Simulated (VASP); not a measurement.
Ag, 2 atoms in the cell. The typed cell holds 2 atoms: a = 3.868 Å, b = 3.868 Å, c = 2.985 Å, α = 90.00°, β = 130.49°, γ = 90.00°. 

- Program: VASP 6.6.1
- Task: single point
- Functional: PBE
- Potentials or basis: VASP PAW PBE potentials, release 64 (Ag)
- Cutoff: 520 eV
- k mesh: 9 × 9 × 15
- Occupations: gaussian, width 0.1 eV
- Spin: no spin polarisation
- Dipole correction: no
- Further INCAR settings: ALGO = Fast; EDIFF = 1e-06; NBANDS = 18; ISYM = 0

Potentials or basis: VASP PAW PBE potentials, release 64 (Ag).

The run is started by

```sh
$ cat potpaw_PBE.64/Ag/POTCAR > POTCAR
$ mpirun -np 1 vasp_std > vasp.out
```

Hardware: 1 thread of Intel Xeon 6975P-C (shared host).

How long does it take, and how much memory?

Wall time 4.3 min on 1 thread of Intel Xeon 6975P-C (shared host), peak memory 0.4 GiB. Counts: scf iterations 12, k points 608.
